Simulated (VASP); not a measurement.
A run of VASP 6.6.1 is set up as follows.

Contents of INCAR:

```
PREC = Accurate
ENCUT = 520
EDIFF = 1E-6
ISMEAR = 0
SIGMA = 0.1
LREAL = False
LASPH = True
NELM = 100
ALGO = Fast
ISIF = 2
LWAVE = False
LCHARG = False
GGA = PE
NBANDS = 19
```

The input KPOINTS:

```
Automatic mesh
0
Gamma
  15 15 8
```

Contents of POSCAR:

```
Zn
1.0
    2.6647980532      0.0000000000      0.0000000000
   -1.3323990266      2.3077828100      0.0000000000
    0.0000000000      0.0000000000      4.9467000000
Zn
2
Direct
    0.3333333333      0.6666666667      0.2500000000
    0.7154147549      0.4308295097      0.7500000000
```

Potentials or basis: VASP PAW PBE potentials, release 64 (Zn).

Run with:

```sh
$ cat potpaw_PBE.64/Zn/POTCAR > POTCAR
$ mpirun -np 1 vasp_std > vasp.out
```

Q: What does it give for the largest force?

A: 0.081 eV/Å.

Q: Predict the pressure.

A: 0.3 GPa.

Forces on the atoms (eV/Å):
```
Zn   0.000  0.081  0.000
Zn   0.000 -0.081  0.000
```

Caveat: the cell differs from its parent crystal (one atom moved).
